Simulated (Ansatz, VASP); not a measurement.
**One calculation of Ge, two programs**

File INCAR:

```
PREC = Accurate ; ENCUT = 520
EDIFF = 1E-6 ; ISMEAR = -1
SIGMA = 0.1 ; LREAL = F
LASPH = T ; NELM = 60
ALGO = Normal ; ISIF = 2
LWAVE = F ; LCHARG = T
GGA = B5 ; ALDAX = 1.0
AGGAX = 1.0 ; AGGAC = 1.0
ALDAC = 0.0 ; LELF = T
LVHAR = T ; NBANDS = 13
```

File KPOINTS:

```
Automatic mesh
0
Gamma
  18 18 18
```

POSCAR

```
Ge
1.0
    2.7596332159      0.0000000000      0.0000000000
    0.0000000000      2.7596332159      0.0000000000
    0.0000000000      0.0000000000      2.7596332159
Ge
1
Direct
    0.0000000000      0.0000000000      0.0000000000
```

Input for Ansatz:

```yaml
crystal:
  lattice:
    - [2.7596332159, 0.0, 0.0]
    - [0.0, 2.7596332159, 0.0]
    - [0.0, 0.0, 2.7596332159]
  atoms:
    - { symbol: Ge, position: [0.0, 0.0, 0.0] }
hamiltonian:
  xc: blyp
  pseudopotentials:
    kind: paw
    azcp:
      Ge: "pseudopotentials/Ge.paw.azcp"
basis:
  ecutwfc: 420
  fft_grid_basis: typed
kpoints:
  mp_grid: { grid: [18, 18, 18], shift: [0, 0, 0] }
magnetization:
  spin_polarized: false
scf:
  occupations: { method: fermi_dirac, width: 0.1 }
output:
  stress: true
  write_density: true
  write_potential: true
  elf: true
  volumetric_format: npy
```

Alike in both runs: task single point; functional BLYP; k mesh 18 × 18 × 18; occupations fermi-dirac, width 0.1 eV; no spin polarisation.

|  | VASP | Ansatz |
| --- | --- | --- |
| version | VASP 6.6.1 | Ansatz 0.2.0 |
| potentials or method | VASP PAW PBE potentials, release 64 (Ge_d), cutoff 520 eV | plane waves (420 eV) with PAW, scalar-relativistic |
| valence electrons in the cell | 14 | 14 |

|  | VASP | Ansatz | Ansatz less VASP |
| --- | --- | --- | --- |
| pressure (GPa) | 2.1 | 2.0 | -0.17 |

VASP's potentials were made for PBE, not for BLYP.
